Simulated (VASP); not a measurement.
HgTe: single point with PBE

The system is HgTe.

```
Hg Te
1.0
    -2.98343    2.98343    1.52758
     2.98343   -2.98343    1.52758
     2.98343    2.98343   -1.52758
Hg Te
1 1
Direct
  0.75000 0.25000 0.50000
  0.00000 0.00000 0.00000
```

| Item | Value |
| --- | --- |
| Program | VASP 6.6.1 |
| Task | single point |
| Functional | PBE |
| Potentials or basis | VASP PAW PBE potentials, release 64 (Hg, Te) |
| Cutoff | 520 eV |
| k mesh | 10 × 10 × 10 |
| Occupations | fermi-dirac, width 0.05 eV |
| Spin | no spin polarisation |

```yaml
Pressure: 3.1 GPa
Band_gap_on_the_k_mesh: zero (bands 9 and 10 overlap by 3.72 eV)
```

Stress tensor (GPa, compression positive):
```
1.18 0.00 0.00
0.00 1.18 0.00
0.00 0.00 6.92
```

Levels at points of the mesh, in eV from the Fermi level:
```tsv
k point	band 7	band 8	band 9	band 10	band 11	band 12
(0.00, 0.00, 0.00)	-3.48	-2.65	-2.65	3.81	4.54	7.09
(0.50, 0.00, 0.00)	-4.77	-2.01	-1.19	-0.22	3.35	3.71
(0.50, 0.50, 0.00)	-6.33	-0.91	1.67	1.89	2.89	3.59
(0.50, 0.50, 0.50)	-4.70	-4.70	-4.62	3.42	7.41	8.43
```

It took 120 s on 1 thread of Intel Xeon 8259CL, on a shared host, peak memory 0.26 GiB.

Caveat: the cell stands under pressure; spin-orbit coupling is left out, which moves the levels of the heavy elements.
